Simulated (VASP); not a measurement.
Write the native input for VASP 6.6.1 that does the following.

- Task: single point
- Functional: PBE
- Potentials or basis: VASP PAW PBE potentials, release 64 (Ta_pv, C, H)
- Cutoff: 520 eV
- k mesh: 3 × 4 × 1
- Occupations: gaussian, width 0.05 eV
- Spin: no spin polarisation
- Dipole correction: no
- Further INCAR settings: ALGO = Normal; EDIFF = 1e-06; NBANDS = 106; NELMDL = -8

The structure of Ta16H2C lies in POSCAR:

```
Ta16H2C
1.0
    6.6200000000      0.0000000000      0.0000000000
    3.3100000000      4.6810470000      0.0000000000
    0.0000000000      0.0000000000     18.0215700000
Ta C H
16 1 2
Direct
   -0.2500000534      0.5000001068      0.0554891167
    0.2499999466      0.5000001068      0.0554891167
   -0.2500000000      1.0000000000      0.0554891167
    0.2500000000      1.0000000000      0.0554891167
    0.0004213914     -0.0008660456      0.1814001777
    0.4997090878     -0.0003565442      0.1807366395
   -0.0005168224      0.5007819832      0.1814169354
    0.5001819876      0.5002372333      0.1807435756
   -0.2523151668      0.4975457414      0.3111837093
    0.2521488078      0.5027727771      0.3096048236
   -0.2523544033      0.9969985347      0.3096110383
    0.2522687227      1.0021238838      0.3112106770
    0.0017325466     -0.0030768758      0.4371599700
    0.5030225277     -0.0020450553      0.4373924136
   -0.0015628743      0.5023079238      0.4370319012
    0.4971199819      0.5015110936      0.4372155145
    0.0003513313      0.2495193917      0.5263302809
   -0.0014231722      0.0930949849      0.5622641091
    0.0017657064      0.3985836929      0.5651119187
```

One way to write it, as run:

INCAR

```
ALGO = Normal
EDIFF = 1E-6
ENCUT = 520
GGA = PE
GGA_COMPAT = F
ISIF = 2
ISMEAR = 0
LASPH = T
LCHARG = F
LREAL = F
LWAVE = F
NBANDS = 106
NELM = 120
NELMDL = -8
PREC = Accurate
SIGMA = 0.05
```

KPOINTS

```
k-points
0
Gamma
  3 4 1
```

Potentials or basis: VASP PAW PBE potentials, release 64 (Ta_pv, C, H).

Run with:

```console
$ cat potpaw_PBE.64/Ta_pv/POTCAR potpaw_PBE.64/C/POTCAR potpaw_PBE.64/H/POTCAR > POTCAR
$ mpirun -np 1 vasp_std > vasp.out
```

It gave:

```
Largest force          : 0.111 eV/Å
Band gap on the k mesh : zero (bands 91 and 92 overlap by 0.67 eV)
```

Caveat: spin-orbit coupling is left out, which moves the levels of the heavy elements.

Wall time 44 min on 1 thread of Intel Xeon 8259CL, with other jobs on the host, peak memory 0.86 GiB.
